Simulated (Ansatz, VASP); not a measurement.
**P in VASP and in Ansatz**

```
CELL_PARAMETERS angstrom
3.30547 0.00000 0.00000
0.00000 35.08788 0.00000
0.00000 0.00000 4.66276
ATOMIC_POSITIONS crystal
P 0.50000 0.97026 0.90785
P 0.50000 0.02974 0.09215
P 0.00000 0.02974 0.40785
P 0.00000 0.97026 0.59215
```

Change from the starting cell: volume scaled by 1.02.

Alike in both runs: task single point; functional PBEsol; k mesh 8 × 1 × 6; occupations fermi-dirac, width 0.05 eV; no spin polarisation.

|  | VASP | Ansatz |
| --- | --- | --- |
| version | VASP 6.6.1 | Ansatz 0.2.0 |
| potentials or method | VASP PAW PBE potentials, release 64 (P), cutoff 520 eV | all-electron LAPW, scalar-relativistic |

```csv
,VASP,Ansatz,Ansatz less VASP
gap on the k mesh at the Fermi level (eV),0.91,0.90,-0.010
least direct gap on the mesh (eV),0.91,0.90,-0.010
rms of the force components (eV/Å),0.096,0.098,+0.0023
```

VASP's potentials were made for PBE, not for PBEsol. Atom by atom the forces differ by 0.010 eV/Å (rms over components). Ansatz ran all-electron here, and VASP with PAW potentials.
